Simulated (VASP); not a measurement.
**SnO: single point with r2SCAN+rVV10**

SnO:

```xyz
4
Lattice="3.3848 0.0000 0.0000 -1.6924 2.9313 0.0000 0.0000 0.0000 6.4522" Properties=species:S:1:pos:R:3 pbc="T T T"
Sn    0.0000    0.0000    0.0000
Sn    0.0000    0.0000    3.2261
O     0.0000    1.9542    1.6131
O     1.6924    0.9771    4.8392
```

- Program: VASP 6.6.1
- Task: single point
- Functional: r2SCAN
- Dispersion: rVV10
- Potentials or basis: VASP PAW PBE potentials, release 64 (Sn_d, O)
- Cutoff: 520 eV
- k mesh: 12 × 12 × 4
- Occupations: fermi-dirac, width 0.03 eV
- Spin: no spin polarisation
- Dipole correction: no
- Further INCAR settings: ALGO = Normal; EDIFF = 1e-07; NBANDS = 28

```yaml
Pressure: 0.3 GPa
Band_gap_on_the_k_mesh: zero (band 20 reaches 8.50 eV, above the bottom of band 21 at 7.64 eV)
```

Stress tensor (GPa, compression positive):
```
0.29 0.00 0.00
0.00 0.29 0.00
0.00 0.00 0.37
```

Levels at points of the mesh, in eV from the Fermi level:
```
           k point  band 18  band 19  band 20  band 21  band 22  band 23
(0.00, 0.00, 0.00)    -3.25    -3.25    -0.44     0.46     6.48     6.48
(0.50, 0.00, 0.00)    -3.45    -2.21    -0.92    -0.59     2.05     3.86
(0.00, 0.00, 0.50)    -3.36    -2.65    -2.65     3.19     3.19     6.97
(0.50, 0.00, 0.50)    -3.98    -2.67    -2.67     1.81     1.81     4.24
```

It took 4 min on 1 thread of Intel(R) Xeon(R) 6975P-C (Granite Rapids), with other jobs on the host, peak memory 0.39 GiB.

Caveat: the PAW data sets were made with another functional, which shifts forces and pressure a little; spin-orbit coupling is left out, which moves the levels of the heavy elements.
